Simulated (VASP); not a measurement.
# PrAs3Au2 (P4mm) in VASP: notebook

Runs on PrAs3Au2. Level: PBE. Tasks: single point, relaxation of cell and atoms.

Everything below comes from runs of VASP 6.6.1. Logs are shortened: lines on timing, memory, paths and dates and some standing lists are left out, and cuts for length are marked.

### Step 1. The cell of the first run

Symmetry: P4mm, No. 99, tetragonal system. Conventional cell: a = 3.900 Å, b = 3.900 Å, c = 8.280 Å, α = 90.00°, β = 90.00°, γ = 90.00°. Pr (site symmetry 4mm) has 5 Au at 2.89 to 2.94 Å and 8 As at 3.43 to 3.66 Å and 4 Pr at 3.90 Å within 4.0 Å. Within 4.0 Å of As (site symmetry 2mm) lie 10 As at 2.76 to 3.90 Å and 4 Au at 2.97 to 2.98 Å and 2 Pr at 3.66 Å. Within 4.0 Å of As (site symmetry 4mm) lie 5 Au at 2.90 Å and 4 Pr at 3.43 Å and 8 As at 3.70 to 3.90 Å. Au (site symmetry 4mm) has 4 Pr at 2.89 Å and 5 As at 2.90 to 2.97 Å and 4 Au at 3.90 Å within 4.0 Å. Within 4.0 Å of Au (site symmetry 4mm) lie 8 As at 2.90 to 2.98 Å and 1 Pr at 2.94 Å and 4 Au at 3.90 Å.

The cell was built from a structure type or drawn by symmetry, and may not be a known phase.

### Step 2. Single point, PBE

File INCAR:

```
  PREC = Accurate
  ENCUT = 500
  EDIFF = 1E-6
  ISMEAR = 0
  SIGMA = 0.1
  LREAL = False
  LASPH = True
  NELM = 200
  ALGO = Normal
  ISIF = 2
  LWAVE = False
  LCHARG = True
  GGA = PE
  LELF = True
  LVHAR = True
  NBANDS = 33
  GGA_COMPAT = False
  LMAXMIX = 6
```

File KPOINTS:

```
regular mesh
0
Gamma
  4 4 2
```

File POSCAR:

```
PrAs3Au2
1.0
    3.9001192200      0.0000000000      0.0000000000
    0.0000000000      3.9001192200      0.0000000000
    0.0000000000      0.0000000000      8.2798995800
Pr As Au
1 3 2
Direct
    0.0000000000      0.0000000000      0.6251500200
    0.5000000000      0.0000000000      0.9985610200
    0.0000000000      0.5000000000      0.9985610200
    0.5000000000      0.5000000000      0.3788870000
    0.5000000000      0.5000000000      0.7286009800
    0.0000000000      0.0000000000      0.2702390000
```

Potentials or basis: VASP PAW PBE potentials, release 64 (Pr_3, As, Au), 4f in core.

Run with:

```bash
$ cat potpaw_PBE.64/Pr_3/POTCAR potpaw_PBE.64/As/POTCAR potpaw_PBE.64/Au/POTCAR > POTCAR
$ mpirun -np 1 vasp_std > vasp.out
```

OUTCAR:

```text
PREC = Accurate
   ENCUT = 500
   EDIFF = 1E-6
   ISMEAR = 0
   LREAL = False
   LASPH = True
   NELM = 200
   ISIF = 2
   GGA = PE

 ion  position               nearest neighbor table
   1  0.000  0.000  0.625-   5 2.89   5 2.89   5 2.89   5 2.89   6 2.94
   2  0.500  0.000  0.999-   3 2.76   3 2.76   3 2.76   3 2.76   5 2.97   5 2.97   6 2.98   6 2.98

   3  0.000  0.500  0.999-   2 2.76   2 2.76   2 2.76   2 2.76   5 2.97   5 2.97   6 2.98   6 2.98

   4  0.500  0.500  0.379-   5 2.90   6 2.90   6 2.90   6 2.90   6 2.90
   5  0.500  0.500  0.729-   1 2.89   1 2.89   1 2.89   1 2.89   4 2.90   2 2.97   2 2.97   3 2.97
                             3 2.97
   6  0.000  0.000  0.270-   4 2.90   4 2.90   4 2.90   4 2.90   1 2.94   3 2.98   2 2.98   2 2.98
                             3 2.98

  LATTYP: Found a simple tetragonal cell.
 ALAT       =     3.9001192200
 C/A-ratio  =     2.1229862763

  Lattice vectors:

 A1 = (   3.9001192200,   0.0000000000,   0.0000000000)
 A2 = (   0.0000000000,   3.9001192200,   0.0000000000)
 A3 = (   0.0000000000,   0.0000000000,   8.2798995800)

Analysis of symmetry for initial positions (statically):
=====================================================================
 Subroutine PRICEL returns:
 Original cell was already a primitive cell.

 Routine SETGRP: Setting up the symmetry group for a
 simple tetragonal supercell.

 Subroutine GETGRP returns: Found  8 space group operations
 (whereof  8 operations were pure point group operations)
 out of a pool of 16 trial point group operations.

The static configuration has the point symmetry C_4v.

Analysis of symmetry for dynamics (positions and initial velocities):
=====================================================================
 Subroutine PRICEL returns:
 Original cell was already a primitive cell.

 Routine SETGRP: Setting up the symmetry group for a
 simple tetragonal supercell.

 Subroutine GETGRP returns: Found  8 space group operations
 (whereof  8 operations were pure point group operations)
 out of a pool of 16 trial point group operations.

The dynamic configuration has the point symmetry C_4v.

 Subroutine INISYM returns: Found  8 space group operations
 (whereof  8 operations are pure point group operations),
 and found     1 'primitive' translations

----------------------------------------------------------------------------------------

                                     Primitive cell

  volume of cell :     125.9450

  direct lattice vectors                    reciprocal lattice vectors
     3.900119220  0.000000000  0.000000000     0.256402418  0.000000000  0.000000000
     0.000000000  3.900119220  0.000000000     0.000000000  0.256402418  0.000000000
     0.000000000  0.000000000  8.279899580     0.000000000  0.000000000  0.120774412

  length of vectors
     3.900119220  3.900119220  8.279899580     0.256402418  0.256402418  0.120774412

  position of ions in fractional coordinates (direct lattice)
     0.000000000  0.000000000  0.625150020
     0.500000000  0.000000000  0.998561020
     0.000000000  0.500000000  0.998561020
     0.500000000  0.500000000  0.378887000
     0.500000000  0.500000000  0.728600980
     0.000000000  0.000000000  0.270239000

  ion indices of the primitive-cell ions
   primitive index   ion index
                 1           1
                 2           2
                 3           3
                 4           4
                 5           5
                 6           6

----------------------------------------------------------------------------------------

 KPOINTS: regular mesh

Automatic generation of k-mesh.
 Grid dimensions read from file:
 generate k-points for:    4    4    2

 Generating k-lattice:

  Cartesian coordinates                     Fractional coordinates (reciprocal lattice)
     0.064100605  0.000000000  0.000000000     0.250000000  0.000000000  0.000000000
     0.000000000  0.064100605  0.000000000     0.000000000  0.250000000  0.000000000
[... 48 lines left out ...]
  Fermi-wavevector in a.u.,A,eV,Ry     =   1.186939  2.242989 19.168208  1.408824
  Thomas-Fermi vector in A             =   2.323101
   LORBIT       =      0    0 simple, 1 ext, 2 COOP (PROOUT), +10 PAW based schemes
   GGA     = PE    functional components
   LHFCALC =     F    Hartree Fock is set to
   AEXX    =    0.0000 exact exchange contribution
   IVDW    =     0    specifies the selected vdW correction
   LEPSILON=     F    determine dielectric tensor
   LRPA    =     F    only Hartree local field effects (RPA)
 non-spin polarized calculation
 Gauss-broadening in eV      SIGMA  =   0.10
  energy-cutoff  :      500.00
  volume of cell :      125.94
 maximum number of plane-waves:      3252
   NGX = 15   NGY = 15   NGZ = 31

 number of electron      48.0000003 magnetization

 Free energy of the ion-electron system (eV)
  ---------------------------------------------------
  ext. energy  EPLUGINS =         0.00000000
  ---------------------------------------------------
  free energy    TOTEN  =       -25.51716508 eV

  energy without entropy =      -25.48777014  energy(sigma->0) =      -25.50246761

 E-fermi :   6.6427     XC(G=0): -10.9657

 val. band max:        6.6189770857   @ k =   0.2500   0.0000   0.5000
 cond. band min:       6.6521068539   @ k =   0.5000   0.5000   0.5000
 fundamental gap:      0.0331297682
 Fermi energy:         6.6426686801

 k-point     1 :       0.0000    0.0000    0.0000
  band No.  band energies     occupation
      1     -29.9793      2.00000
      2     -12.1134      2.00000
      3     -11.8858      2.00000
      4     -11.8858      2.00000
      5      -7.1083      2.00000
      6      -4.7345      2.00000
[... 25 lines left out ...]
     32      11.1733      0.00000
     33      11.1835      0.00000

 k-point     2 :       0.2500    0.0000    0.0000
  band No.  band energies     occupation
      1     -29.9636      2.00000
      2     -12.1555      2.00000
      3     -12.0613      2.00000
      4     -11.8938      2.00000
      5      -6.5481      2.00000
      6      -4.4508      2.00000
[... 25 lines left out ...]
     32      10.8434      0.00000
     33      11.4008      0.00000
[... 322 lines left out ...]
     32      10.9755      0.00000
     33      11.0609      0.00000

 k-point    12 :       0.5000    0.5000    0.5000
  band No.  band energies     occupation
      1     -29.9265      2.00000
      2     -12.2588      2.00000
      3     -12.2588      2.00000
      4     -11.9864      2.00000
      5      -4.0283      2.00000
      6      -4.0283      2.00000
[... 25 lines left out ...]
     32      10.9081      0.00000
     33      11.4512      0.00000

------------------------ aborting loop because EDIFF is reached ----------------------------------------

  FORCE on cell =-STRESS in cart. coord.  units (eV):
  Direction    XX          YY          ZZ          XY          YZ          ZX
  --------------------------------------------------------------------------------------
  -------------------------------------------------------------------------------------
  Total        7.5217044      7.5217044      0.9106791      0.0000000      0.0000000      0.0000000
  in kB       95.6854733     95.6854733     11.5849759      0.0000000      0.0000000      0.0000000
  external PRESSURE =      67.6519742 kB  Pullay stress =       0.0000000 kB

 VOLUME and BASIS-vectors are now :
 -----------------------------------------------------------------------------
  energy-cutoff  :      500.00
  volume of cell :      125.94
      direct lattice vectors                 reciprocal lattice vectors
     3.900119220  0.000000000  0.000000000     0.256402418  0.000000000  0.000000000
     0.000000000  3.900119220  0.000000000     0.000000000  0.256402418  0.000000000
     0.000000000  0.000000000  8.279899580     0.000000000  0.000000000  0.120774412

 POSITION                                       TOTAL-FORCE (eV/Angst)
 -----------------------------------------------------------------------------------
      0.00000      0.00000      5.17618         0.000000     -0.000000     -0.474255
      1.95006      0.00000      8.26798        -0.000000     -0.000000     -0.581713
      0.00000      1.95006      8.26798        -0.000000     -0.000000     -0.581713
      1.95006      1.95006      3.13715        -0.000000     -0.000000      0.090766
      1.95006      1.95006      6.03274        -0.000000      0.000000      1.165762
      0.00000      0.00000      2.23755        -0.000000     -0.000000      0.381154
 -----------------------------------------------------------------------------------
    total drift:                                0.000000      0.000000     -0.000216

  FREE ENERGIE OF THE ION-ELECTRON SYSTEM (eV)
  ---------------------------------------------------
  free  energy   TOTEN  =       -25.5171650834 eV

  energy  without entropy=      -25.4877701444  energy(sigma->0) =      -25.50246761
```

Run time: 22 s. Hardware: 1 thread of Intel Xeon 6975P-C (Granite Rapids), shared host; peak memory 0.22 GiB.

Results:

| Quantity | Value |
| --- | --- |
| Free energy | -25.5172 eV |
| Pressure | 6.8 GPa |
| Largest force | 1.166 eV/Å |
| Band gap on the k mesh | zero (bands 24 and 25 overlap by 1.38 eV) |

Forces in eV/Å, atoms in the order of the input:
```
Pr   0.000  0.000 -0.474
As   0.000  0.000 -0.582
As   0.000  0.000 -0.582
As   0.000  0.000  0.091
Au   0.000  0.000  1.166
Au   0.000  0.000  0.381
```

Levels at points of the mesh, in eV from the Fermi level:
| k point | band 21 | band 22 | band 23 | band 24 | band 25 | band 26 | band 27 | band 28 |
| --- | --- | --- | --- | --- | --- | --- | --- | --- |
| (0.00, 0.00, 0.00) | -2.86 | -1.20 | -0.49 | -0.49 | 0.61 | 0.94 | 1.78 | 2.75 |
| (0.50, 0.00, 0.00) | -1.55 | -0.93 | -0.56 | -0.10 | -0.04 | 0.60 | 0.62 | 1.12 |
| (0.50, 0.50, 0.00) | -3.03 | -2.70 | -1.44 | -0.58 | -0.58 | 1.32 | 1.42 | 1.70 |
| (0.00, 0.00, 0.50) | -2.78 | -0.53 | -0.53 | 0.56 | 0.91 | 1.03 | 1.77 | 2.56 |
| (0.50, 0.00, 0.50) | -1.97 | -1.04 | -0.63 | -0.43 | -0.30 | 0.04 | 0.66 | 1.29 |
| (0.50, 0.50, 0.50) | -3.23 | -2.97 | -1.90 | -0.82 | -0.82 | 0.01 | 3.00 | 3.00 |

Caveat: the k points lie up to 0.40 Å⁻¹ apart, too coarse for converged energies and pressures of a metal; spin-orbit coupling is left out, which moves the levels of the heavy elements; the 4f electrons are frozen in the core, so they carry no moment and show no levels; forces of over 1 eV/Å act on the atoms, so gaps and moduli don't describe the material at rest.

### Step 3. Single point, PBE

This run uses another cell than the first one, of 23.12 Å³/atom.

File INCAR:

```
SYSTEM = PrAs3Au2
  PREC = Accurate
  ENCUT = 500
  EDIFF = 1E-6
  ISMEAR = 0
  SIGMA = 0.1
  LREAL = .False.
  LASPH = .True.
  NELM = 200
  ALGO = Normal
  ISIF = 2
  LWAVE = .False.
  LCHARG = .False.
  GGA = PE
  NBANDS = 33
  GGA_COMPAT = .False.
  LMAXMIX = 6
```

File KPOINTS:

```
regular mesh
0
Gamma
  4 4 2
  0 0 0
```

File POSCAR:

```
PrAs3Au2
1.0
    4.2585455683      0.0000000000      0.0000000000
    0.0000000000      4.2585455683      0.0000000000
    0.0000000000      0.0000000000      7.6483373559
Pr As Au
1 3 2
Direct
    0.0000000000      0.0000000000      0.6103861716
    0.5000000000      0.0000000000      0.9853297477
    0.0000000000      0.5000000000      0.9853297477
    0.5000000000      0.5000000000      0.4348029227
    0.5000000000      0.5000000000      0.7676562332
    0.0000000000      0.0000000000      0.2164942170
```

Potentials or basis: VASP PAW PBE potentials, release 64 (Pr_3, As, Au), 4f in core.

Run with:

```bash
$ cat potpaw_PBE.64/Pr_3/POTCAR potpaw_PBE.64/As/POTCAR potpaw_PBE.64/Au/POTCAR > POTCAR
$ mpirun -np 1 vasp_std > vasp.out
```

Run time: 22 s. Hardware: 1 thread of Intel Xeon 6975P-C (Granite Rapids), shared host; peak memory 0.25 GiB.

The run converged. Its results:

- Free energy: -26.5609 eV
- Pressure: 0.2 GPa
- Largest force: 0.021 eV/Å
- Band gap on the k mesh: zero (bands 24 and 25 overlap by 1.46 eV)

Forces on the atoms (eV/Å):
```
Pr   0.000  0.000  0.013
As   0.000  0.000  0.012
As   0.000  0.000  0.012
As   0.000  0.000 -0.021
Au   0.000  0.000  0.003
Au   0.000  0.000 -0.019
```

Levels at points of the mesh, in eV from the Fermi level:
```
           k point  band 22  band 23  band 24  band 25  band 26  band 27
(0.00, 0.00, 0.00)    -0.20    -0.04    -0.04     0.68     1.85     2.12
(0.50, 0.00, 0.00)    -1.15    -0.46    -0.22     0.44     0.52     1.33
(0.50, 0.50, 0.00)    -2.01    -0.71    -0.71    -0.10     2.39     3.23
(0.00, 0.00, 0.50)    -0.31    -0.31     0.71     1.55     1.94     2.10
(0.50, 0.00, 0.50)    -1.20    -0.65    -0.40    -0.21    -0.14     0.51
(0.50, 0.50, 0.50)    -2.21    -0.98    -0.75    -0.75     2.19     3.40
```

Caveat: the k points lie up to 0.41 Å⁻¹ apart, too coarse for converged energies and pressures of a metal; spin-orbit coupling is left out, which moves the levels of the heavy elements; the 4f electrons are frozen in the core, so they carry no moment and show no levels.

### Step 4. Relaxation of cell and atoms, PBE

File INCAR:

```
SYSTEM = PrAs3Au2
ALGO     = Normal         ! electronic algorithm
EDIFF    = 1E-7           ! SCF threshold, eV
EDIFFG   = -0.04          ! ionic threshold
ENCUT    = 500            ! plane-wave cutoff, eV
GGA      = PE             ! functional
GGA_COMPAT= .False.      
IBRION   = 2              ! ionic algorithm
ISIF     = 3              ! what is computed and relaxed
ISMEAR   = 0              ! smearing method
LASPH    = .True.         ! aspherical terms in the spheres
LCHARG   = .False.        ! write CHGCAR
LMAXMIX  = 6              ! l up to which the mixer works
LREAL    = .False.        ! projectors in reciprocal space
LWAVE    = .False.        ! write WAVECAR
NELM     = 200            ! most SCF steps
NELMIN   = 4            
NSW      = 90             ! ionic steps
PREC     = Accurate       ! precision mode
SIGMA    = 0.1            ! smearing width, eV
```

File KPOINTS:

```
k-points
0
Gamma
  4 4 2
  0 0 0
```

File POSCAR:

```
PrAs3Au2
1.0
    3.9001192200      0.0000000000      0.0000000000
    0.0000000000      3.9001192200      0.0000000000
    0.0000000000      0.0000000000      8.2798995800
Pr As Au
1 3 2
Direct
    0.0000000000      0.0000000000      0.6251500200
    0.5000000000      0.0000000000      0.9985610200
    0.0000000000      0.5000000000      0.9985610200
    0.5000000000      0.5000000000      0.3788870000
    0.5000000000      0.5000000000      0.7286009800
    0.0000000000      0.0000000000      0.2702390000
```

Run with:

```bash
$ cat potpaw_PBE.64/Pr_3/POTCAR potpaw_PBE.64/As/POTCAR potpaw_PBE.64/Au/POTCAR > POTCAR
$ mpirun -np 1 vasp_std > vasp.out
```

Wall time 5.9 min (1 thread of Intel Xeon 6975P-C (Granite Rapids), shared host); peak memory 0.24 GiB.

The run converged. Its results:

| Property | Result |
| --- | --- |
| Free energy | -26.5591 eV |
| Relaxed volume | 23.15 Å³/atom |
| Relaxed cell | a = 4.264 Å, b = 4.264 Å, c = 7.638 Å, α = 90.00°, β = 90.00°, γ = 90.00° |
| Space group after relaxing (to 0.1 Å) | P4mm (No. 99) |
| Energy gained by relaxing | 173.7 meV/atom |
| Ionic steps | 25 |
| Pressure after relaxing | 0.0 GPa |
| Largest force after relaxing | 0.036 eV/Å |
| Band gap on the k mesh | zero (bands 24 and 25 overlap by 1.45 eV) |

Forces in eV/Å, atoms in the order of the input:
```
Pr   0.000  0.000  0.026
As   0.000  0.000  0.003
As   0.000  0.000  0.003
As   0.000  0.000  0.025
Au   0.000  0.000 -0.021
Au   0.000  0.000 -0.036
```

Stress tensor (GPa, compression positive):
```
-0.03  0.00  0.00
 0.00 -0.03  0.00
 0.00  0.00  0.05
```

The path:
| step | energy change (eV) | largest force (eV/Å) | pressure (GPa) | volume (Å³) |
| --- | --- | --- | --- | --- |
| 1 | 0.0000 | 1.1656 | 6.77 | 125.94 |
| 2 | -0.3237 | 0.7020 | -4.10 | 142.68 |
| 3 | -0.3573 | 0.5803 | -1.95 | 138.24 |
| 4 | -0.5688 | 0.8452 | -1.23 | 136.58 |
| 5 | -0.2686 | 3.5016 | 5.61 | 130.54 |
| 6 | -0.6563 | 1.0145 | -0.07 | 135.00 |
| 7 | -0.6643 | 1.3057 | 0.57 | 134.31 |
| 8 | -0.7853 | 1.0068 | 0.84 | 134.40 |
| 9 | -0.8189 | 0.7200 | 1.72 | 134.41 |
| 10 | -0.8238 | 0.7877 | 1.44 | 134.42 |
| 11 | -0.8679 | 0.4128 | -1.12 | 138.26 |
| 12 | -0.8686 | 0.3914 | -0.85 | 137.81 |
| 13 | -0.8896 | 0.3346 | -0.13 | 136.53 |
| 14 | -0.8984 | 0.5309 | 0.77 | 135.10 |
| 15 | -0.9142 | 0.5394 | 0.62 | 135.34 |
| 16 | -0.9544 | 0.5131 | 0.34 | 136.07 |
| 17 | -0.9539 | 1.1792 | 0.44 | 137.52 |
| 18 | -0.9699 | 0.8018 | 0.28 | 136.75 |
| 19 | -1.0018 | 0.5602 | -0.29 | 137.86 |
| 20 | -1.0211 | 0.2342 | -0.97 | 139.52 |
| 21 | -1.0318 | 0.1816 | 0.90 | 136.89 |
| 22 | -1.0336 | 0.1484 | 0.36 | 137.60 |
| 23 | -1.0387 | 0.1122 | 0.20 | 138.12 |
| 24 | -1.0408 | 0.0950 | 0.02 | 138.71 |
| 25 | -1.0420 | 0.0364 | 0.00 | 138.88 |

Final structure:
```
Pr As Au
1.0
     4.26398    0.00000    0.00000
     0.00000    4.26398    0.00000
     0.00000    0.00000    7.63842
Pr As Au
1 3 2
Direct
  0.00000 0.00000 0.61049
  0.50000 0.00000 0.98560
  0.00000 0.50000 0.98560
  0.50000 0.50000 0.43378
  0.50000 0.50000 0.76776
  0.00000 0.00000 0.21678
```

Levels at points of the mesh, in eV from the Fermi level:
| k point | band 22 | band 23 | band 24 | band 25 | band 26 | band 27 |
| --- | --- | --- | --- | --- | --- | --- |
| (0.00, 0.00, 0.00) | -0.19 | -0.04 | -0.04 | 0.68 | 1.83 | 2.12 |
| (0.50, 0.00, 0.00) | -1.17 | -0.46 | -0.22 | 0.44 | 0.52 | 1.33 |
| (0.50, 0.50, 0.00) | -2.02 | -0.71 | -0.71 | -0.11 | 2.40 | 3.23 |
| (0.00, 0.00, 0.50) | -0.31 | -0.31 | 0.71 | 1.53 | 1.94 | 2.09 |
| (0.50, 0.00, 0.50) | -1.20 | -0.65 | -0.41 | -0.21 | -0.13 | 0.50 |
| (0.50, 0.50, 0.50) | -2.20 | -0.98 | -0.74 | -0.74 | 2.17 | 3.40 |

Caveat: the k points lie up to 0.41 Å⁻¹ apart in the final cell, too coarse for converged energies and pressures of a metal; spin-orbit coupling is left out, which moves the levels of the heavy elements; the 4f electrons are frozen in the core, so they carry no moment and show no levels. Spin polarisation is off, so any magnetic state and its effect on volume and gap are missing.

### Step 5. Summary

```csv
task,cell,gap on the mesh (eV),pressure (GPa),largest force (eV/Å)
single point,"a = 3.900, b = 3.900, c = 8.280 Å, 6 atoms, atomic positions A",none,6.8,1.17
single point,"a = 4.259, b = 4.259, c = 7.648 Å, 6 atoms, atomic positions B",none,0.2,0.02
relaxation of cell and atoms,"relaxed from a = 3.900, b = 3.900, c = 8.280 Å, 6 atoms, atomic positions A",none,0.0,0.04
```

Alike in all rows: level PBE; potentials or basis VASP PAW PBE potentials, release 64 (Pr_3, As, Au), 4f in core; no spin polarisation; k mesh 4 × 4 × 2; cutoff (eV) 500; smearing gaussian 0.1 eV.

Caveats: all runs use coarse meshes; spin-orbit coupling is left out, which moves the levels of the heavy elements; the 4f electrons are frozen in the core, so they carry no moment and show no levels; forces of over 1 eV/Å act on the atoms, so gaps and moduli don't describe the material at rest (at least some runs).

Absolute energies hang on the potentials; compare differences alone.
